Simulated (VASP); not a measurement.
# PbS in VASP: single point with PBE

Aim: the single point of PbS with PBE.

Program: VASP 6.6.1. These are calculated values, not measurements. Logs are shortened: lines on timing, memory, paths and dates and some standing lists are left out, and cuts for length are marked.

## (1) The cell of the first run

The cell holds a slab with vacuum, 4 atoms: a = 4.219 Å, b = 4.219 Å, c = 11.222 Å, α = 93.97°, β = 93.97°, γ = 89.98°.

## (2) Single point, PBE

INCAR

```
PREC = Accurate ; ENCUT = 500
EDIFF = 1E-6 ; ISMEAR = 0
SIGMA = 0.1 ; LREAL = False
LASPH = True ; NELM = 120
ALGO = Normal ; ISIF = 2
LWAVE = False ; LCHARG = True
GGA = PE ; LELF = True
LVHAR = True ; NBANDS = 28
GGA_COMPAT = False
```

KPOINTS

```
Automatic mesh
0
Gamma
  2 2 1
```

POSCAR

```
PbS
1.0
    2.9838607981     -2.9828938700      0.0000000000
    2.9838607981      2.9828938700      0.0000000000
   -1.0986781904      0.0000000000     11.1678408944
Pb S
2 2
Direct
    0.2657587126      0.2620533359      0.3649056695
    0.7803957980      0.7714311859      0.6144687437
    0.7267984898      0.7095693422      0.3849970263
    0.2118335848      0.2869700220      0.6119808707
```

Potentials or basis: VASP PAW PBE potentials, release 64 (Pb_d, S).

Command:

```console
cat potpaw_PBE.64/Pb_d/POTCAR potpaw_PBE.64/S/POTCAR > POTCAR
mpirun -np 1 vasp_std > vasp.out
```

OUTCAR:

```text
PREC = Accurate
   ENCUT = 500
   EDIFF = 1E-6
   ISMEAR = 0
   LREAL = False
   LASPH = True
   NELM = 120
   ISIF = 2
   GGA = PE

 ion  position               nearest neighbor table
   1  0.266  0.262  0.365-   3 2.70   4 2.79   3 2.97   3 3.05   3 3.29   2 3.94   2 4.08   2 4.10

   2  0.780  0.771  0.614-   3 2.56   4 2.74   4 2.84   4 3.15   4 3.24   1 3.94   1 4.08   1 4.10

   3  0.727  0.710  0.385-   2 2.56   1 2.70   1 2.97   1 3.05   1 3.29
   4  0.212  0.287  0.612-   2 2.74   1 2.79   2 2.84   2 3.15   2 3.24

  LATTYP: Found a base centered monoclinic cell.
 ALAT       =     5.9677215962
 B/A-ratio  =     0.9996759473
 C/A-ratio  =     1.8804084392
 COS(beta)  =    -0.0979061014

  Lattice vectors:

 A1 = (   2.9838607981,  -2.9828938700,   0.0000000000)
 A2 = (   2.9838607981,   2.9828938700,   0.0000000000)
 A3 = (  -1.0986781904,   0.0000000000,  11.1678408944)

Analysis of symmetry for initial positions (statically):
=====================================================================
 Subroutine PRICEL returns:
 Original cell was already a primitive cell.

 Routine SETGRP: Setting up the symmetry group for a
 base centered monoclinic supercell.

 Subroutine GETGRP returns: Found  1 space group operations
 (whereof  1 operations were pure point group operations)
 out of a pool of  4 trial point group operations.

The static configuration has the point symmetry C_1 .

Analysis of symmetry for dynamics (positions and initial velocities):
=====================================================================
 Subroutine PRICEL returns:
 Original cell was already a primitive cell.

 Routine SETGRP: Setting up the symmetry group for a
 base centered monoclinic supercell.

 Subroutine GETGRP returns: Found  1 space group operations
 (whereof  1 operations were pure point group operations)
 out of a pool of  4 trial point group operations.

The dynamic configuration has the point symmetry C_1 .

 Subroutine INISYM returns: Found  1 space group operations
 (whereof  1 operations are pure point group operations),
 and found     1 'primitive' translations

----------------------------------------------------------------------------------------

                                     Primitive cell

  volume of cell :     198.7996

  direct lattice vectors                    reciprocal lattice vectors
     2.983860798 -2.982893870  0.000000000     0.167568139 -0.167622457  0.016485143
     2.983860798  2.982893870  0.000000000     0.167568139  0.167622457  0.016485143
    -1.098678190  0.000000000 11.167840894     0.000000000  0.000000000  0.089542823

  length of vectors
     4.219132743  4.219132743 11.221754052     0.237588150  0.237588150  0.089542823

  position of ions in fractional coordinates (direct lattice)
     0.265758713  0.262053336  0.364905669
     0.780395798  0.771431186  0.614468744
     0.726798490  0.709569342  0.384997026
     0.211833585  0.286970022  0.611980871

  ion indices of the primitive-cell ions
   primitive index   ion index
                 1           1
                 2           2
                 3           3
                 4           4

----------------------------------------------------------------------------------------

 KPOINTS: Automatic mesh

Automatic generation of k-mesh.
 Grid dimensions read from file:
 generate k-points for:    2    2    1

 Generating k-lattice:

  Cartesian coordinates                     Fractional coordinates (reciprocal lattice)
     0.083784069 -0.083811229  0.008242572     0.500000000  0.000000000 -0.000000000
     0.083784069  0.083811229  0.008242572     0.000000000  0.500000000 -0.000000000
     0.000000000  0.000000000  0.089542823     0.000000000  0.000000000  1.000000000

  Length of vectors
     0.118794075  0.118794075  0.089542823

  Shift w.r.t. Gamma in fractional coordinates (k-lattice)
     0.000000000  0.000000000  0.000000000

 Subroutine IBZKPT returns following result:
 ===========================================

 Found      4 irreducible k-points:

 Following reciprocal coordinates:
            Coordinates               Weight
  0.000000  0.000000  0.000000      1.000000
  0.500000 -0.000000  0.000000      1.000000
 -0.000000  0.500000  0.000000      1.000000
  0.500000  0.500000 -0.000000      1.000000
   k-points           NKPTS =      4   k-points in BZ     NKDIM =      4   number of bands    NBANDS=     28
   number of dos      NEDOS =    301   number of ions     NIONS =      4
   total plane-waves  NPLWV =  86016
   dimension x,y,z NGX =    32 NGY =   32 NGZ =   84
   dimension x,y,z NGXF=    64 NGYF=   64 NGZF=  168
   ions per type =               2   2
   NGX,Y,Z   is equivalent  to a cutoff of  12.61, 12.61, 12.44 a.u.
   NGXF,Y,Z  is equivalent  to a cutoff of  25.22, 25.22, 24.89 a.u.
 SYSTEM =  unknown system
   PREC   = accura    normal or accurate (medium, high low for compatibility)
   ISTART =      0    job   : 0-new  1-cont  2-samecut
   ICHARG =      2    charge: 1-file 2-atom 10-const
   ISPIN  =      1    spin polarized calculation?
   LNONCOLLINEAR =      F non collinear calculations
   LSORBIT =      F    spin-orbit coupling
   LASPH  =      T    aspherical Exc in radial PAW
   ENCUT  =  500.0 eV  36.75 Ry    6.06 a.u.   7.69  7.69 20.46*2*pi/ulx,y,z
   NELM   =    120;   NELMIN=  2; NELMDL= -5     # of ELM steps
   EDIFF  = 0.1E-05   stopping-criterion for ELM
   LREAL  =      F    real-space projection
   EDIFFG = 0.1E-04   stopping-criterion for IOM
   NSW    =      0    number of steps for IOM
   IBRION =     -1    ionic relax: 0-MD 1-quasi-New 2-CG
   NFREE  =      0    steps in history (QN), initial steepest desc. (CG)
   ISIF   =      2    stress and relaxation
   ISYM   =      2    0-nonsym 1-usesym 2-fastsym
   POTIM  = 0.5000    time-step for ionic-motion
   TEBEG  =    0.0;   TEEND  =   0.0 temperature during run
   PSTRESS=    0.0 pullay stress
   NELECT =      40.0000    total number of electrons
   NUPDOWN=      -1.0000    fix difference up-down
   EMIN   =  10.00;   EMAX   =-10.00  energy-range for DOS
   EFERMI =   0.00;   METHOD = LEGACY
   ISMEAR =     0;   SIGMA  =   0.10  broadening in eV -4-tet -1-fermi 0-gaus
   EFERMI_NEDOS =   21; number of points for ismear=-14 and -15
   IALGO  =     38    algorithm
   IMIX   =      4    mixing-type and parameters
     AMIX     =   0.40;   BMIX     =  1.00
     AMIX_MAG =   1.60;   BMIX_MAG =  1.00
  volume/ion in A,a.u.               =      49.70       335.39
  Fermi-wavevector in a.u.,A,eV,Ry     =   0.959304  1.812822 12.520957  0.920264
  Thomas-Fermi vector in A             =   2.088488
   LORBIT       =      0    0 simple, 1 ext, 2 COOP (PROOUT), +10 PAW based schemes
   GGA     = PE    functional components
   LHFCALC =     F    Hartree Fock is set to
   AEXX    =    0.0000 exact exchange contribution
   IVDW    =     0    specifies the selected vdW correction
   LEPSILON=     F    determine dielectric tensor
   LRPA    =     F    only Hartree local field effects (RPA)
 non-spin polarized calculation
 Gauss-broadening in eV      SIGMA  =   0.10
  energy-cutoff  :      500.00
  volume of cell :      198.80
 maximum number of plane-waves:      5070
 NGX is ok and might be reduce to    32
   NGX = 15   NGY = 15   NGZ = 41

 number of electron      39.9999997 magnetization

 Free energy of the ion-electron system (eV)
  ---------------------------------------------------
  ext. energy  EPLUGINS =         0.00000000
  ---------------------------------------------------
  free energy    TOTEN  =       -16.47116297 eV

  energy without entropy =      -16.47116297  energy(sigma->0) =      -16.47116297

 E-fermi :   1.1098     XC(G=0):  -5.9525

 val. band max:        0.6628733130   @ k =   0.5000  -0.0000   0.0000
 cond. band min:       2.2944006388   @ k =  -0.0000   0.5000   0.0000
 fundamental gap:      1.6315273258
 Fermi energy:         1.1098240660

 k-point     1 :       0.0000    0.0000    0.0000
  band No.  band energies     occupation
      1     -15.9071      2.00000
      2     -15.8830      2.00000
      3     -15.8559      2.00000
      4     -15.8200      2.00000
      5     -15.7981      2.00000
      6     -15.6093      2.00000
[... 20 lines left out ...]
     27       6.6895      0.00000
     28       7.3980      0.00000

 k-point     2 :       0.5000   -0.0000    0.0000
  band No.  band energies     occupation
      1     -15.8956      2.00000
      2     -15.8741      2.00000
      3     -15.8324      2.00000
      4     -15.8297      2.00000
      5     -15.7986      2.00000
      6     -15.5977      2.00000
[... 20 lines left out ...]
     27       6.1760      0.00000
     28       6.4831      0.00000

 k-point     3 :      -0.0000    0.5000    0.0000
  band No.  band energies     occupation
      1     -15.8944      2.00000
      2     -15.8748      2.00000
      3     -15.8320      2.00000
      4     -15.8262      2.00000
      5     -15.8019      2.00000
      6     -15.5945      2.00000
[... 20 lines left out ...]
     27       6.1918      0.00000
     28       6.5069      0.00000

 k-point     4 :       0.5000    0.5000   -0.0000
  band No.  band energies     occupation
      1     -15.9880      2.00000
      2     -15.8476      2.00000
      3     -15.8366      2.00000
      4     -15.8163      2.00000
      5     -15.8029      2.00000
      6     -15.6200      2.00000
[... 20 lines left out ...]
     27       6.9169      0.00000
     28       7.0222      0.00000

------------------------ aborting loop because EDIFF is reached ----------------------------------------

  FORCE on cell =-STRESS in cart. coord.  units (eV):
  Direction    XX          YY          ZZ          XY          YZ          ZX
  --------------------------------------------------------------------------------------
  -------------------------------------------------------------------------------------
  Total        4.2429171      3.8638601     -0.6574325      0.0335051     -0.9564769      0.4941685
  in kB       34.1947594     31.1398420     -5.2984176      0.2700262     -7.7084928      3.9826308
  external PRESSURE =      20.0120613 kB  Pullay stress =       0.0000000 kB

 VOLUME and BASIS-vectors are now :
 -----------------------------------------------------------------------------
  energy-cutoff  :      500.00
  volume of cell :      198.80
      direct lattice vectors                 reciprocal lattice vectors
     2.983860798 -2.982893870  0.000000000     0.167568139 -0.167622457  0.016485143
     2.983860798  2.982893870  0.000000000     0.167568139  0.167622457  0.016485143
    -1.098678190  0.000000000 11.167840894     0.000000000  0.000000000  0.089542823

 POSITION                                       TOTAL-FORCE (eV/Angst)
 -----------------------------------------------------------------------------------
      1.17400     -0.01105      4.07521        -0.079264     -0.016506      0.442278
      3.95533     -0.02674      6.86229         0.265989     -0.078169      0.991177
      3.86293     -0.05139      4.29959        -0.102652      0.394564     -0.248511
      0.81599      0.22412      6.83450        -0.084073     -0.299890     -1.184943
 -----------------------------------------------------------------------------------
    total drift:                               -0.000101     -0.000020     -0.001652

  FREE ENERGIE OF THE ION-ELECTRON SYSTEM (eV)
  ---------------------------------------------------
  free  energy   TOTEN  =       -16.4711629740 eV

  energy  without entropy=      -16.4711629740  energy(sigma->0) =      -16.47116297
```

It took 17 s on 1 thread of AMD EPYC 9R45 (Zen 5), shared host; peak memory 0.23 GiB.

What came out:

```
Free energy            : -16.4712 eV
Largest force          : 1.225 eV/Å
Band gap on the k mesh : 1.63 eV (least direct gap 1.65 eV)
```

Forces in eV/Å, atoms in the order of the input:
```
Pb  -0.079 -0.017  0.442
Pb   0.266 -0.078  0.991
S   -0.103  0.395 -0.249
S   -0.084 -0.300 -1.185
```

Levels at points of the mesh, in eV from the valence-band top:
```tsv
k point	band 16	band 17	band 18	band 19	band 20	band 21	band 22	band 23	band 24	band 25
(0.00, 0.00, 0.00)	-2.75	-2.69	-1.62	-1.51	-0.41	1.91	3.52	3.93	4.73	5.31
(0.50, 0.00, 0.00)	-1.81	-1.60	-1.24	-0.62	0.00	1.66	1.91	2.93	3.04	3.29
(0.00, 0.50, 0.00)	-1.75	-1.67	-1.20	-0.53	-0.02	1.63	2.07	2.91	3.00	3.36
(0.50, 0.50, 0.00)	-4.18	-3.02	-2.86	-1.68	-1.39	3.38	4.29	4.78	4.98	5.75
```

Caveat: the k points lie up to 0.75 Å⁻¹ apart; spin-orbit coupling is left out, which moves the levels of the heavy elements.
